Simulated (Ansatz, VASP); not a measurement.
## SrO: VASP beside Ansatz

File INCAR:

```
PREC = Accurate ; ENCUT = 520
EDIFF = 1E-7 ; ISMEAR = 0
SIGMA = 0.05 ; LREAL = F
LASPH = T ; NELM = 60
ALGO = Normal ; ISIF = 2
LWAVE = F ; LCHARG = F
GGA = PS ; NBANDS = 15
```

KPOINTS

```
Automatic mesh
0
Gamma
  8 8 8
```

POSCAR

```
SrO
1.0
    0.0064245000      2.5698000000      2.5698000000
    2.5762245000      0.0000000000      2.5762245000
    2.5698000000      2.5698000000      0.0064245000
Sr O
1 1
Direct
    0.0000000000      0.0000000000      0.0000000000
    0.5000000000      0.5000000000      0.5000000000
```

Input for Ansatz:

```yaml
crystal:
  lattice:
    - [0.0064245, 2.5698, 2.5698]
    - [2.5762245, 0.0, 2.5762245]
    - [2.5698, 2.5698, 0.0064245]
  atoms:
    - { symbol: Sr, position: [0.0, 0.0, 0.0] }
    - { symbol: O, position: [0.5, 0.5, 0.5] }
basis:
  ecutwfc: 420
kpoints:
  mp_grid: { grid: [8, 8, 8] }
hamiltonian:
  xc: pbesol
scf:
  occupations: { method: gaussian, width: 0.05 }
output:
  forces: true
  stress: true
  eigenvalues: true
```

Change from the starting cell: strain +0.0050 x Voigt [0, 0, 0, 0, 1, 0], atoms carried along.

Alike in both runs: task single point; functional PBEsol; k mesh 8 × 8 × 8; occupations gaussian, width 0.05 eV; no spin polarisation.

|  | VASP | Ansatz |
| --- | --- | --- |
| version | VASP 6.6.1 | Ansatz 0.2.0 |
| potentials or method | VASP PAW PBE potentials, release 64 (Sr_sv, O), cutoff 520 eV | scalar-relativistic, plane waves, PAW |
| valence electrons in the cell | 16 | 16 |

|  | VASP | Ansatz | Ansatz less VASP |
| --- | --- | --- | --- |
| gap on the k mesh at the Fermi level (eV) | 3.15 | 3.20 | +0.048 |
| least direct gap on the mesh (eV) | 3.23 | 3.27 | +0.037 |
| pressure (GPa) | -0.3 | -0.9 | -0.61 |
| traceless stress, the component that is largest in VASP (GPa) | -0.27 | -0.27 | 0.000 |

VASP's potentials were made for PBE, not for PBEsol.
